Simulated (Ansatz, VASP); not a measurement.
# CaSe: VASP beside Ansatz

The input POSCAR:

```
CaSe
1.0
    0.0000000000      2.9675351259      2.9675351259
    2.9277701552      0.0000000000      2.9675351259
    2.9277701552      2.9675351259      0.0000000000
Ca Se
1 1
Direct
    0.0000000000      0.0000000000      0.0000000000
    0.5000000000      0.5000000000      0.5000000000
```

INCAR.step1

```
SYSTEM = CaSe
PREC = Accurate ; ENCUT = 520
EDIFF = 1E-5 ; ISMEAR = 0
SIGMA = 0.01 ; LREAL = .FALSE.
LASPH = .TRUE. ; NELM = 100
ALGO = Normal ; ISIF = 2
LWAVE = .TRUE. ; LCHARG = .FALSE.
NBANDS = 15 ; GGA = PE
```

INCAR.step2

```
SYSTEM = CaSe
PREC = Accurate ; ENCUT = 520
EDIFF = 1E-6 ; ISMEAR = 0
SIGMA = 0.01 ; LREAL = .FALSE.
LASPH = .TRUE. ; NELM = 100
ALGO = Normal ; ISIF = 2
LWAVE = .FALSE. ; LCHARG = .FALSE.
GGA = PE ; LHFCALC = .TRUE.
HFSCREEN = 0.2079 ; PRECFOCK = Normal
NBANDS = 15 ; ISTART = 1
```

KPOINTS

```
Automatic mesh
0
G
  6 6 6
  0 0 0
```

Input for Ansatz:

```yaml
crystal:
  lattice:
    - [0.0, 2.9675351259, 2.9675351259]
    - [2.9277701552, 0.0, 2.9675351259]
    - [2.9277701552, 2.9675351259, 0.0]
  atoms:
    - { symbol: Ca, position: [0.0, 0.0, 0.0] }
    - { symbol: Se, position: [0.5, 0.5, 0.5] }
kpoints:
  mp_grid: { grid: [6, 6, 6] }
  band_path:
    path:
      - [0.0, 0.0, 0.0]
      - [0.5, 0.0, 0.5]
      - [0.625, 0.25, 0.625]
      - [0.375, 0.375, 0.75]
      - [0.5, 0.5, 0.5]
      - [0.5, 0.25, 0.75]
      - [0.0, 0.5, 0.5]
    npoints: 1
hamiltonian:
  xc: hse06
scf:
  occupations: { method: fixed }
  n_extra_bands: 4
output:
  forces: true
  stress: true
  eigenvalues: true
```

Change from the starting cell: uniaxial_x strain -1.3%.

Alike in both runs: task single point; functional HSE06; k mesh 6 × 6 × 6; no spin polarisation.

|  | VASP | Ansatz |
| --- | --- | --- |
| version | VASP 6.6.1 | Ansatz 0.2.0 |
| potentials or method | VASP PAW PBE potentials, release 64 (Ca_sv, Se) | plane waves, PAW |
| plane-wave cutoff (eV) | 520 | 420 |
| occupations | gaussian, width 0.01 eV | fixed |
| valence electrons in the cell | 16 | 26 |

Ansatz gave:

| Item | Value |
| --- | --- |
| gap on the k mesh at the Fermi level (eV) | 2.96 |
| pressure (GPa) | 0.9 |
| traceless stress, the component that is largest in VASP (GPa) | 0.92 |

Question: What did VASP give for the same quantities?

Answer: gap on the k mesh at the Fermi level (eV): 2.97; pressure (GPa): 1.0; traceless stress, the component that is largest in VASP (GPa): 0.93.

VASP's potentials hold 16 valence electrons a cell and Ansatz's 26, so a difference there can come from the potentials and not from the codes. Ansatz's warnings: stress exchange threshold loose, stress scf threshold loose.
